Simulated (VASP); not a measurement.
The system is LiH.

```
CELL_PARAMETERS angstrom
0.00000 2.05024 2.05024
2.05024 0.00000 2.05024
2.05024 2.05024 0.00000
ATOMIC_POSITIONS crystal
Li 0.00000 0.00000 0.00000
H 0.50000 0.50000 0.50000
```

This cell differs from its parent crystal: volume scaled by 1.02.

Base run:

```yaml
Program: VASP 6.6.1
Functional: PBEsol
Potentials_or_basis: VASP PAW PBE potentials, release 64 (Li_sv, H)
Cutoff: 750 eV
k_mesh: 11 × 11 × 11
Occupations: fermi-dirac, width 0.05 eV
Spin: no spin polarisation
```

Its results: band gap on the k mesh 2.99 eV, direct.

Task: The run is repeated on the same cell with these changes: functional from PBEsol to LDA; potentials or basis from VASP PAW PBE potentials, release 64 (Li_sv, H) to VASP PAW LDA potentials, release 64 (Li_sv, H); cutoff from 750 eV to 520 eV. What comes out?

Result: Band gap on the k mesh 2.85 eV, direct.

A k mesh can miss the band edges.
